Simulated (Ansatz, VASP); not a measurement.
Pt in VASP and in Ansatz

```
Pt
1.0
     0.00000    1.95904    1.95904
     1.95904    0.00000    1.95904
     1.95904    1.95904    0.00000
Pt
1
Direct
  0.00000 0.00000 0.00000
```

Alike in both runs: functional PBEsol; k mesh 18 × 18 × 18; occupations gaussian, width 0.1 eV; no spin polarisation.

Ansatz relaxed the structure, and its values are those at the end. VASP's run is a single point on that final structure, the one shown.

|  | VASP | Ansatz |
| --- | --- | --- |
| version | VASP 6.6.1 | Ansatz 0.2.0 |
| potentials or method | VASP PAW PBE potentials, release 64 (Pt), cutoff 520 eV | scalar-relativistic, plane waves, PAW |
| valence electrons in the cell | 10 | 18 |

VASP gave:

- gap on the k mesh at the Fermi level (eV): none
- pressure (GPa): -0.4

**Question.** What did Ansatz give for the same quantities?

**Answer.** gap on the k mesh at the Fermi level (eV): none; pressure (GPa): 0.0.

VASP's potentials were made for PBE, not for PBEsol. A gap of «none» marks a metal or a gap that the smearing closes. VASP's potentials hold 10 valence electrons a cell and Ansatz's 18, so a difference there can come from the potentials and not from the codes.

Neither program's run includes spin-orbit coupling.
